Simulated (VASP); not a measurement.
Input of a VASP 6.6.1 run:

INCAR

```
SYSTEM = Na7SrCl8
PREC = Accurate ; ENCUT = 520
EDIFF = 1E-6 ; ISMEAR = -1
SIGMA = 0.05 ; LREAL = Auto
LASPH = .TRUE. ; NELM = 100
ALGO = Normal ; ISIF = 2
LWAVE = .FALSE. ; LCHARG = .FALSE.
GGA = PS ; NELECT = 114.0
NBANDS = 72
```

The input KPOINTS:

```
Automatic mesh
0
Gamma
  2 2 2
  0.5 0.5 0.5
```

File POSCAR:

```
Na7SrCl8
1.0
    0.0000000000      5.6000000000      5.6000000000
    5.6000000000      0.0000000000      5.6000000000
    5.6000000000      5.6000000000      0.0000000000
Cl Na Sr
8 7 1
Direct
    0.7552250000      0.2497780000      0.2455750000
    0.2479110000      0.7476690000      0.7534800000
    0.2580700000      0.7490800000      0.2438470000
    0.7525070000      0.2472630000      0.7519000000
    0.2527570000      0.2462880000      0.7529610000
    0.7537010000      0.7492180000      0.2457730000
    0.2486410000      0.2416240000      0.2529150000
    0.7505320000      0.7476580000      0.7487090000
    0.0020570000      0.9943130000      0.0033750000
    0.0006910000      0.9944260000      0.4955500000
    0.5009140000      0.4980060000      0.0007630000
    0.9992840000      0.5012810000      0.9971970000
    0.5019510000      0.0010360000      0.5014900000
    0.5044300000      0.0020350000      0.9982010000
    0.9988120000      0.5034260000      0.4963630000
    0.5036150000      0.4980610000      0.5001740000
```

Potentials or basis: VASP PAW PBE potentials, release 64 (Cl, Na_pv, Sr_sv).

Launch:

```console
$ cat potpaw_PBE.64/Cl/POTCAR potpaw_PBE.64/Na_pv/POTCAR potpaw_PBE.64/Sr_sv/POTCAR > POTCAR
$ mpirun -np 1 vasp_std > vasp.out
```

**Question.** What does it give for the largest force?

**Answer.** 0.188 eV/Å.

Forces on the atoms (eV/Å):
```
Cl  -0.143 -0.014 -0.077
Cl   0.112 -0.011  0.053
Cl   0.022 -0.164 -0.089
Cl  -0.030  0.171  0.038
Cl  -0.015 -0.080 -0.137
Cl   0.062  0.028  0.161
Cl   0.076  0.011  0.106
Cl  -0.002 -0.012  0.028
Na  -0.013 -0.043  0.074
Na   0.070  0.064  0.036
Na  -0.030 -0.013 -0.037
Na  -0.033  0.051  0.000
Na  -0.031 -0.055 -0.056
Na  -0.019 -0.010 -0.046
Na  -0.061  0.094 -0.015
Sr   0.032 -0.018 -0.037
```

Caveat: the cell carries a net charge on a neutralising background, which shifts energy and pressure; the PAW data sets were made with another functional, which shifts forces and pressure a little.
